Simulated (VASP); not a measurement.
# Rb2BrCl: single point with PBE

Crystal: Rb2BrCl.

```xyz
4
Lattice="2.4467 1.4126 8.0085 -2.4467 1.4126 8.0085 0.0000 -2.8252 8.0085" Properties=species:S:1:pos:R:3 pbc="T T T"
Cl    2.4467    1.4126    8.0085
Br    0.0000    0.0000   12.0127
Rb    0.0000    0.0000    6.0967
Rb    0.0000    0.0000   17.9287
```

- Program: VASP 6.6.1
- Task: single point
- Functional: PBE
- Potentials or basis: VASP PAW PBE potentials, release 64 (Cl, Br, Rb_sv)
- Cutoff: 520 eV
- k mesh: 6 × 6 × 6
- Occupations: gaussian, width 0.01 eV
- Spin: no spin polarisation

The pressure is -0.3 GPa. The largest force is 0.006 eV/Å and the band gap on the k mesh is 4.26 eV.

Forces in eV/Å, atoms in the order of the input:
```
Cl   0.000  0.000  0.000
Br   0.000  0.000  0.000
Rb   0.000  0.000 -0.006
Rb   0.000  0.000  0.006
```

Levels at points of the mesh, in eV from the valence-band top:
```tsv
k point	band 14	band 15	band 16	band 17	band 18	band 19
(0.00, 0.00, 0.00)	-0.13	0.00	0.00	4.26	6.80	7.33
(0.50, 0.00, 0.00)	-0.54	-0.27	-0.13	6.51	6.58	6.88
(0.50, 0.50, 0.00)	-0.39	-0.21	-0.12	5.81	6.83	7.05
(0.50, 0.50, 0.50)	-0.45	-0.04	-0.04	5.39	5.47	6.97
```

Run time: 4.6 min on 1 thread of Oxide Virtual Turin-like Processor, with other jobs on the host, peak memory 0.59 GiB.

A k mesh can miss the band edges.
